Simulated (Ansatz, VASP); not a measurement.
One calculation of S, two programs

INCAR

```
SYSTEM = S
ALGO     = Normal         ! electronic algorithm
EDIFF    = 1E-6           ! SCF threshold, eV
ENCUT    = 520            ! plane-wave cutoff, eV
GGA      = CA             ! functional
ISIF     = 2              ! what is computed and relaxed
ISMEAR   = 0              ! smearing method
LASPH    = .TRUE.         ! aspherical terms in the spheres
LCHARG   = .FALSE.        ! write CHGCAR
LREAL    = .FALSE.        ! projectors in reciprocal space
LWAVE    = .FALSE.        ! write WAVECAR
NBANDS   = 9              ! bands
NELM     = 100            ! most SCF steps
PREC     = Accurate       ! precision mode
SIGMA    = 0.15           ! smearing width, eV
```

KPOINTS

```
k-points
0
G
  20 20 20
  0 0 0
```

POSCAR

```
S
1.0
    0.0000000000      2.0541808543      2.0541808543
    2.0541808543      0.0000000000      2.0541808543
    2.0541808543      2.0541808543      0.0000000000
S
1
Direct
    0.0000000000      0.0000000000      0.0000000000
```

Input for Ansatz:

```yaml
crystal:
  lattice:
    - [0.0, 2.0541808543, 2.0541808543]
    - [2.0541808543, 0.0, 2.0541808543]
    - [2.0541808543, 2.0541808543, 0.0]
  atoms:
    - { symbol: S, position: [0.0, 0.0, 0.0] }
basis:
  ecutwfc: 420
kpoints:
  mp_grid: { grid: [20, 20, 20] }
hamiltonian:
  xc: lda
scf:
  occupations: { method: gaussian, width: 0.15 }
output:
  forces: true
  stress: true
  eigenvalues: true
```

Change from the starting cell: strain +0.030 along x and y, +0.030 along z, atoms carried along.

Alike in both runs: task single point; functional LDA; k mesh 20 × 20 × 20; occupations gaussian, width 0.15 eV; no spin polarisation.

```csv
,VASP,Ansatz
version,VASP 6.6.1,Ansatz 0.2.0
potentials or method,"VASP PAW LDA potentials, release 64 (S), cutoff 520 eV","scalar-relativistic, plane waves, PAW"
valence electrons in the cell,6,6
```

```csv
,VASP,Ansatz,Ansatz less VASP
gap on the k mesh at the Fermi level (eV),none,none,-
pressure (GPa),-11.8,-11.8,+0.04
```

LDA's correlation is that of Perdew and Zunger in VASP and of Perdew and Wang (1992) in Ansatz. A gap of «none» marks a metal or a gap that the smearing closes.
